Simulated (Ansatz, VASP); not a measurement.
# One calculation of Cs, two programs

```
Cs
1.0
    -3.06784    3.02250    3.06784
     2.97716   -3.02250    2.97716
     3.06784    3.02250   -3.06784
Cs
1
Direct
  0.00000 0.00000 0.00000
```

Change from the starting cell: strain -0.0300 x Voigt [0, 0, 0, 0, 1, 0], atoms carried along.

Alike in both runs: task single point; functional PBE; k mesh 12 × 12 × 12; occupations gaussian, width 0.15 eV; no spin polarisation.

|  | VASP | Ansatz |
| --- | --- | --- |
| version | VASP 6.6.1 | Ansatz 0.2.0 |
| potentials or method | VASP PAW PBE potentials, release 64 (Cs_sv), cutoff 520 eV | scalar-relativistic, plane waves, PAW |
| valence electrons in the cell | 9 | 9 |

```csv
,VASP,Ansatz,Ansatz less VASP
gap on the k mesh at the Fermi level (eV),none,none,-
pressure (GPa),0.1,0.1,+0.01
```

A gap of «none» marks a metal or a gap that the smearing closes.

Neither program's run includes spin-orbit coupling.
